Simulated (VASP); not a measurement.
Runs of VASP 6.6.1 on CdS. Symmetry: Pm-3m, No. 221, cubic system. The conventional cell has a = 3.387 Å, b = 3.387 Å, c = 3.387 Å, α = 90.00°, β = 90.00°, γ = 90.00°. Cd (site symmetry m-3m) has 8 S at 2.93 Å and 6 Cd at 3.39 Å within 3.9 Å. Within 3.9 Å of S (site symmetry m-3m) lie 8 Cd at 2.93 Å and 6 S at 3.39 Å. 

```csv
level,potentials or basis,spin,k mesh,smearing,grid for exact exchange (PRECFOCK),screening parameter,gap on the mesh (eV),pressure (GPa)
PBE,"VASP PAW PBE potentials, release 64 (Cd, S)",off,6 × 6 × 6,fermi-dirac 0.02 eV,-,-,none,2.0
LDA,"VASP PAW LDA potentials, release 64 (Cd, S)",off,6 × 6 × 6,fermi-dirac 0.02 eV,-,-,none,-4.8
PBE,"VASP PAW PBE potentials, release 64 (Cd, S)","collinear, ferromagnetic start",6 × 6 × 6,fermi-dirac 0.02 eV,-,-,none,2.0
PBE,"VASP PAW PBE potentials, release 64 (Cd, S)",off,6 × 6 × 6,gaussian 0.001 eV,-,-,none,(a)
HSE06,"VASP PAW PBE potentials, release 64 (Cd, S)",off,4 × 4 × 4,fermi-dirac 0.02 eV,Normal,0.2079 1/Å,none,0.9
```

Alike in all rows: task single point; cell as given; cutoff (eV) 520.

Estimate the missing entries.

(a) 2.1.

Caveats: some runs use coarse meshes; the PAW data sets were made with another functional, which shifts forces and pressure a little (some runs).

A k mesh can miss the band edges, and the runs leave out spin-orbit coupling on Cd.

A gap of «none» marks levels without a gap at the run's occupations.
